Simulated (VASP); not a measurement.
# In (Im-3m) in VASP: further runs, part 2 of 2

VASP 6.6.1. Earlier steps stand in the parts before.

## (4) Single point, PBE+D3(BJ), non-collinear spin, zero start, spin-orbit coupling

This run uses another cell than the first one, of 33.36 Å³/atom, 1.250 times its volume.

Contents of INCAR:

```
PREC = Accurate
ENCUT = 520
EDIFF = 1E-7
ISMEAR = 0
SIGMA = 0.1
LREAL = False
LASPH = True
NELM = 150
ALGO = Normal
ISIF = 2
LWAVE = False
LCHARG = False
MAGMOM = 0 0 0
LORBIT = 11
LSORBIT = True
GGA_COMPAT = False
LORBMOM = True
GGA = PE
IVDW = 12
NBANDS = 24
```

Contents of KPOINTS:

```
Automatic mesh
0
Gamma
  10 10 10
```

Contents of POSCAR:

```
In
1.0
   -2.0278888410      2.0278888410      2.0278888410
    2.0278888410     -2.0278888410      2.0278888410
    2.0278888410      2.0278888410     -2.0278888410
In
1
Direct
    0.0000000000      0.0000000000      0.0000000000
```

Potentials or basis: VASP PAW PBE potentials, release 64 (In_d).

Command:

```bash
cat potpaw_PBE.64/In_d/POTCAR > POTCAR
mpirun -np 1 vasp_ncl > vasp.out
```

OUTCAR:

```text
PREC = Accurate
   ENCUT = 520
   EDIFF = 1E-7
   ISMEAR = 0
   LREAL = False
   LASPH = True
   NELM = 150
   ISIF = 2
   LORBIT = 11
   LSORBIT = True
   GGA = PE
   IVDW = 12
 IVDW          = 12

 ion  position               nearest neighbor table
   1  0.000  0.000  0.000-

  LATTYP: Found a body centered cubic cell.
 ALAT       =     4.0557776820

  Lattice vectors:

 A1 = (  -2.0278888410,   2.0278888410,   2.0278888410)
 A2 = (   2.0278888410,  -2.0278888410,   2.0278888410)
 A3 = (   2.0278888410,   2.0278888410,  -2.0278888410)

Analysis of symmetry for initial positions (statically):
=====================================================================
 Subroutine PRICEL returns:
 Original cell was already a primitive cell.

 Routine SETGRP: Setting up the symmetry group for a
 body centered cubic supercell.

 Subroutine GETGRP returns: Found 48 space group operations
 (whereof 48 operations were pure point group operations)
 out of a pool of 48 trial point group operations.

The static configuration has the point symmetry O_h .

Analysis of symmetry for dynamics (positions and initial velocities):
=====================================================================
 Subroutine PRICEL returns:
 Original cell was already a primitive cell.

 Routine SETGRP: Setting up the symmetry group for a
 body centered cubic supercell.

 Subroutine GETGRP returns: Found 48 space group operations
 (whereof 48 operations were pure point group operations)
 out of a pool of 48 trial point group operations.

The dynamic configuration has the point symmetry O_h .

[... 826 lines left out ...]
  Direction    XX          YY          ZZ          XY          YZ          ZX
  --------------------------------------------------------------------------------------
  -------------------------------------------------------------------------------------
  Total      -1.08048    -1.08048    -1.08048    -0.00000     0.00000    -0.00000
  in kB     -51.89635   -51.89635   -51.89635    -0.00000     0.00000    -0.00000
  external pressure =      -51.90 kB  Pullay stress =        0.00 kB

 VOLUME and BASIS-vectors are now :
 -----------------------------------------------------------------------------
  energy-cutoff  :      520.00
  volume of cell :       33.36
      direct lattice vectors                 reciprocal lattice vectors
    -2.027888841  2.027888841  2.027888841     0.000000000  0.246561838  0.246561838
     2.027888841 -2.027888841  2.027888841     0.246561838  0.000000000  0.246561838
     2.027888841  2.027888841 -2.027888841     0.246561838  0.246561838  0.000000000

 POSITION                                       TOTAL-FORCE (eV/Angst)
 -----------------------------------------------------------------------------------
      0.00000      0.00000      0.00000         0.000000     -0.000000     -0.000000
 -----------------------------------------------------------------------------------
    total drift:                                0.000000      0.000000      0.000000

  FREE ENERGIE OF THE ION-ELECTRON SYSTEM (eV)
  ---------------------------------------------------
  free  energy   TOTEN  =        -2.7735956992 eV

  energy  without entropy=       -2.7709625992  energy(sigma->0) =       -2.77227915

 orbital moment (x)

 # of ion     p       d       tot
 ----------------------------------------
  1        -0.000   0.000   0.000
 ----------------------------------------
           -0.000   0.000   0.000

 orbital moment (y)

 # of ion     p       d       tot
 ----------------------------------------
  1         0.000  -0.000  -0.000
 ----------------------------------------
            0.000  -0.000  -0.000

 orbital moment (z)

 # of ion     p       d       tot
 ----------------------------------------
  1         0.000  -0.000  -0.000
 ----------------------------------------
            0.000  -0.000  -0.000

 Spin-Orbit-Coupling matrix elements

 Ion:    1  E_soc:     -0.0674997
 l=   1
     0.0000000    -0.0049560    -0.0049560
    -0.0049560     0.0000000    -0.0049560
    -0.0049560    -0.0049560     0.0000000
 l=   2
     0.0000000    -0.0012478     0.0000000    -0.0012478    -0.0050462
    -0.0012478     0.0000000    -0.0037846    -0.0012478    -0.0012615
     0.0000000    -0.0037846     0.0000000    -0.0037846     0.0000000
    -0.0012478    -0.0012478    -0.0037846     0.0000000    -0.0012615
    -0.0050462    -0.0012615     0.0000000    -0.0012615     0.0000000
 l=   3
     0.0000000     0.0000000     0.0000000     0.0000000     0.0000000     0.0000000     0.0000000
     0.0000000     0.0000000     0.0000000     0.0000000     0.0000000     0.0000000     0.0000000
     0.0000000     0.0000000     0.0000000     0.0000000     0.0000000     0.0000000     0.0000000
     0.0000000     0.0000000     0.0000000     0.0000000     0.0000000     0.0000000     0.0000000
     0.0000000     0.0000000     0.0000000     0.0000000     0.0000000     0.0000000     0.0000000
     0.0000000     0.0000000     0.0000000     0.0000000     0.0000000     0.0000000     0.0000000
     0.0000000     0.0000000     0.0000000     0.0000000     0.0000000     0.0000000     0.0000000

 total charge

# of ion       s       p       d       tot
------------------------------------------
    1        1.036   0.374   9.838  11.247

 magnetization (x)

# of ion       s       p       d       tot
------------------------------------------
    1       -0.000  -0.000  -0.000  -0.000

 magnetization (y)

# of ion       s       p       d       tot
------------------------------------------
    1        0.000   0.000   0.000   0.000

 magnetization (z)

# of ion       s       p       d       tot
------------------------------------------
    1        0.000  -0.000  -0.000  -0.000
```

OSZICAR:

```text
N       E                     dE             d eps       ncg     rms          rms(c)
DAV:   1     0.112023370451E+03    0.11202E+03   -0.60897E+03  2272   0.137E+03
DAV:   2     0.745277302523E+01   -0.10457E+03   -0.10114E+03  2360   0.345E+02
DAV:   3    -0.218078290428E+01   -0.96336E+01   -0.95878E+01  2744   0.110E+02
DAV:   4    -0.250366725262E+01   -0.32288E+00   -0.32273E+00  2840   0.221E+01
DAV:   5    -0.252374324981E+01   -0.20076E-01   -0.20075E-01  3392   0.447E+00    0.139E+00
DAV:   6    -0.251129627319E+01    0.12447E-01   -0.22631E-02  2968   0.277E+00    0.680E-01
DAV:   7    -0.250915447590E+01    0.21418E-02   -0.65791E-03  3120   0.129E+00    0.280E-01
DAV:   8    -0.250909341725E+01    0.61059E-04   -0.28212E-04  2712   0.218E-01    0.144E-01
DAV:   9    -0.250910052741E+01   -0.71102E-05   -0.13758E-04  2920   0.202E-01    0.163E-02
DAV:  10    -0.250910564495E+01   -0.51175E-05   -0.73064E-06  3248   0.283E-02    0.743E-03
DAV:  11    -0.250910613263E+01   -0.48768E-06   -0.30154E-07  2536   0.512E-03    0.306E-03
DAV:  12    -0.250910625136E+01   -0.11873E-06   -0.11648E-07  2176   0.422E-03    0.334E-04
DAV:  13    -0.250910623305E+01    0.18306E-07   -0.85140E-09  1432   0.113E-03
   1 F= -.27735957E+01 E0= -.27722791E+01  d E =-.263310E-02  mag=    -0.0000    -0.0000     0.0000
```

It took 2 min on 1 thread of AMD EPYC 7R13, shared host; peak memory 0.24 GiB.

What came out:

- Free energy: -2.7736 eV
- Pressure: -5.2 GPa
- Net moment: 0.00 μB per cell
- Valence electrons inside the program's atomic spheres: In 11.25
- Dispersion energy per atom: -0.264 eV

Moments on the atoms (μB; x, y, z):
```
In  0.00 0.00 0.00
```

## (5) Single point, r2SCAN

This run uses another cell than the first one, of 28.29 Å³/atom, 1.060 times its volume.

Contents of POSCAR:

```
In
1.0
   -1.9194468732      1.9194468732      1.9194468732
    1.9194468732     -1.9194468732      1.9194468732
    1.9194468732      1.9194468732     -1.9194468732
In
1
Direct
    0.0000000000      0.0000000000      0.0000000000
```

Contents of INCAR.step1:

```
ALGO     = Normal         # electronic algorithm
EDIFF    = 1E-4           # SCF threshold, eV
ENCUT    = 520            # plane-wave cutoff, eV
GGA      = PE             # functional
ISMEAR   = -1             # smearing method
LASPH    = True           # aspherical terms in the spheres
LCHARG   = False          # write CHGCAR
LREAL    = False          # projectors in reciprocal space
LWAVE    = True           # write WAVECAR
NBANDS   = 12             # bands
NELM     = 100            # most SCF steps
PREC     = Accurate       # precision mode
SIGMA    = 0.05           # smearing width, eV
```

Contents of INCAR.step2:

```
ALGO     = Normal         # electronic algorithm
EDIFF    = 1E-6           # SCF threshold, eV
ENCUT    = 520            # plane-wave cutoff, eV
ISIF     = 2              # what is computed and relaxed
ISMEAR   = -1             # smearing method
ISTART   = 1            
LASPH    = True           # aspherical terms in the spheres
LCHARG   = False          # write CHGCAR
LMIXTAU  = True         
LREAL    = False          # projectors in reciprocal space
LWAVE    = False          # write WAVECAR
METAGGA  = R2SCAN         # meta-GGA
NBANDS   = 12             # bands
NELM     = 100            # most SCF steps
PREC     = Accurate       # precision mode
SIGMA    = 0.05           # smearing width, eV
```

Contents of KPOINTS:

```
k-points
0
Gamma
  10 10 10
```

Command:

```bash
cat potpaw_PBE.64/In_d/POTCAR > POTCAR
cp INCAR.step1 INCAR
mpirun -np 1 vasp_std > vasp.out
cp INCAR.step2 INCAR
mpirun -np 1 vasp_std > vasp.out
```

Wall time 3.7 min (1 thread of AMD EPYC 7R13, shared host); peak memory 0.14 GiB.

Results (log left out):

```
Free energy : -22.5476 eV
Pressure    : -2.0 GPa
```

Levels at points of the mesh, in eV from the Fermi level:
| k point | band 2 | band 3 | band 4 | band 5 | band 6 | band 7 | band 8 | band 9 | band 10 | band 11 |
| --- | --- | --- | --- | --- | --- | --- | --- | --- | --- | --- |
| (0.00, 0.00, 0.00) | -15.13 | -15.13 | -14.89 | -14.89 | -9.41 | 10.92 | 10.92 | 10.92 | 13.61 | 13.61 |
| (0.50, 0.00, 0.00) | -15.16 | -14.91 | -14.90 | -14.74 | -3.98 | -3.00 | 5.88 | 7.57 | 10.17 | 10.26 |
| (0.50, 0.50, 0.50) | -15.21 | -14.78 | -14.78 | -14.78 | 0.81 | 1.32 | 1.32 | 1.32 | 5.54 | 5.54 |

Caveat: the PAW data sets were made with another functional, which shifts forces and pressure a little; spin-orbit coupling is left out, which moves the levels of the heavy elements.

## (6) Single point, PBE

Contents of INCAR:

```
  ALGO = Normal
  EDIFF = 1E-6
  ENCUT = 520
  GGA = PE
  ISIF = 2
  ISMEAR = -1
  LASPH = T
  LCHARG = F
  LREAL = F
  LWAVE = F
  NBANDS = 12
  NELM = 100
  PREC = Accurate
  SIGMA = 0.02
```

Contents of KPOINTS:

```
k-points
0
Gamma
  7 7 7
```

Contents of POSCAR:

```
In
1.0
   -1.8825252400      1.8825252400      1.8825252400
    1.8825252400     -1.8825252400      1.8825252400
    1.8825252400      1.8825252400     -1.8825252400
In
1
Direct
    0.0000000000      0.0000000000      0.0000000000
```

Potentials or basis: VASP PAW PBE potentials, release 64 (In_d).

Command:

```bash
cat potpaw_PBE.64/In_d/POTCAR > POTCAR
mpirun -np 1 vasp_std > vasp.out
```

It took 2.2 s on 1 thread of Intel Xeon 6975P-C (Granite Rapids), shared host; peak memory 0.13 GiB.

The run converged. Its results:

```
Free energy : -2.5203 eV
Pressure    : 1.5 GPa
```

Levels at points of the mesh, in eV from the Fermi level:
```
           k point  band 2  band 3  band 4  band 5  band 6  band 7  band 8  band 9  band 10  band 11
(0.00, 0.00, 0.00)  -14.78  -14.78  -14.51  -14.51   -9.52   10.79   10.79   10.79    12.83    12.83
```

Caveat: spin-orbit coupling is left out, which moves the levels of the heavy elements.

## (7) The runs side by side

```csv
level,spin,cell,k mesh,smearing,gap on the mesh (eV),pressure (GPa),moment (μB)
PBEsol,"collinear, ferromagnetic start","a = 3.261 Å, angles 109.5°, 1 atom",10 × 10 × 10,gaussian 0.05 eV,none,-1.3,0.00
RPBE+D3(BJ),"non-collinear, zero start, SOC","a = 3.261 Å, angles 109.5°, 1 atom",10 × 10 × 10,fermi-dirac 0.15 eV,-,-14.7,0.00
PBE+D3(BJ),"non-collinear, zero start, SOC","a = 3.512 Å, angles 109.5°, 1 atom",10 × 10 × 10,gaussian 0.1 eV,-,-5.2,0.00
r2SCAN,off,"a = 3.325 Å, angles 109.5°, 1 atom",10 × 10 × 10,fermi-dirac 0.05 eV,none,-2.0,-
PBE,off,"a = 3.261 Å, angles 109.5°, 1 atom",7 × 7 × 7,fermi-dirac 0.02 eV,none,1.5,-
```

Alike in all rows: task single point; potentials or basis VASP PAW PBE potentials, release 64 (In_d); cutoff (eV) 520.

The pressure there spans -14.7 GPa (RPBE+D3(BJ)) to 1.5 GPa (PBE); a positive pressure means that this level wants a larger cell, a negative one a smaller.

Caveats: the PAW data sets were made with another functional, which shifts forces and pressure a little (some runs); spin-orbit coupling is left out, which moves the levels of the heavy elements (some runs); three body term missing (some runs).

Total energies depend on the potentials used, so only differences within one code and one set of settings carry meaning.
